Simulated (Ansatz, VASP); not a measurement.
# SnH: VASP beside Ansatz

```xyz
8
Lattice="4.7258 0.0000 0.0000 -2.3629 4.0926 0.0000 0.0000 0.0000 11.3735" Properties=species:S:1:pos:R:3 pbc="T T T"
Sn    0.0000    0.0000    5.2806
Sn    0.0000    2.7284    0.4062
Sn    2.3629    1.3642    6.0930
Sn    0.0000    0.0000   10.9674
H     0.0000    0.0000    3.5426
H     0.0000    2.7284    2.1440
H     2.3629    1.3642    7.8307
H     0.0000    0.0000    9.2293
```

Alike in both runs: functional PBE; k mesh 6 × 6 × 4; occupations gaussian, width 0.1 eV; no spin polarisation.

Ansatz relaxed the structure, and its values are those at the end. VASP's run is a single point on that final structure, the one shown.

|  | VASP | Ansatz |
| --- | --- | --- |
| version | VASP 6.6.1 | Ansatz 0.2.0 |
| potentials or method | VASP PAW PBE potentials, release 64 (Sn_d, H), cutoff 520 eV | scalar-relativistic, plane waves, PAW |
| valence electrons in the cell | 60 | 60 |

```tsv
	VASP	Ansatz	Ansatz less VASP
gap on the k mesh at the Fermi level (eV)	0.18	0.18	+0.003
least direct gap on the mesh (eV)	0.18	0.18	+0.003
pressure (GPa)	-0.1	0.0	+0.09
rms of the force components (eV/Å)	0.010	0.000	-0.0094
```
